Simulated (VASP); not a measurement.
K2Pd, 3 atoms in the cell. Symmetry: P4/mmm, No. 123, tetragonal system. The conventional cell has a = 5.360 Å, b = 5.360 Å, c = 3.466 Å, α = 90.00°, β = 90.00°, γ = 90.00°. K (site symmetry mmm) has 4 Pd at 3.19 Å and 6 K at 3.47 to 3.79 Å within 4.2 Å. Within 4.2 Å of Pd (site symmetry 4/mmm) lie 8 K at 3.19 Å and 2 Pd at 3.47 Å. 

| Item | Value |
| --- | --- |
| Program | VASP 6.6.1 |
| Task | single point |
| Functional | LDA |
| Potentials or basis | VASP PAW LDA potentials, release 64 (K_sv, Pd) |
| Cutoff | 520 eV |
| k mesh | 7 × 7 × 11 |
| Occupations | fermi-dirac, width 0.1 eV |
| Spin | no spin polarisation |
| Dipole correction | no |
| Further INCAR settings | ALGO = Normal; EDIFF = 1e-06; NBANDS = 21 |

Potentials or basis: VASP PAW LDA potentials, release 64 (K_sv, Pd).

Launch:

```console
$ cat potpaw_LDA.64/K_sv/POTCAR potpaw_LDA.64/Pd/POTCAR > POTCAR
$ mpirun -np 1 vasp_std > vasp.out
```

Hardware: 1 thread of AMD EPYC 7R43 64-Core Processor (Zen 3), on a shared host.

Problem. How long does it take, and how much memory?

Solution. It took 2.4 min on 1 thread of AMD EPYC 7R43 64-Core Processor (Zen 3), on a shared host, peak memory 0.21 GiB. Counts: scf iterations 13, k points 60.
